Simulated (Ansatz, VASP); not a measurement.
## V in VASP and in Ansatz

```xyz
1
Lattice="-1.4989 1.4989 1.4989 1.4989 -1.4989 1.4989 1.4989 1.4989 -1.4989" Properties=species:S:1:pos:R:3 pbc="T T T"
V     0.0000    0.0000    0.0000
```

Alike in both runs: functional PBE; k mesh 16 × 16 × 16; occupations fermi-dirac, width 0.05 eV; collinear spin.

Ansatz relaxed the structure, and its values are those at the end. VASP's run is a single point on that final structure, the one shown.

|  | VASP | Ansatz |
| --- | --- | --- |
| version | VASP 6.6.1 | Ansatz 0.2.0 |
| potentials or method | VASP PAW PBE potentials, release 64 (V_sv) | PAW with Ansatz's default frozen-core files, scalar-relativistic |
| plane-wave cutoff (eV) | 520 | 420 |
| valence electrons in the cell | 13 | 13 |

```tsv
	VASP	Ansatz	Ansatz less VASP
pressure (GPa)	0.3	0.0	-0.22
net moment per atom (μB)	0.00	0.00	0.000
```

Ansatz's warnings: seeded moment not kept.
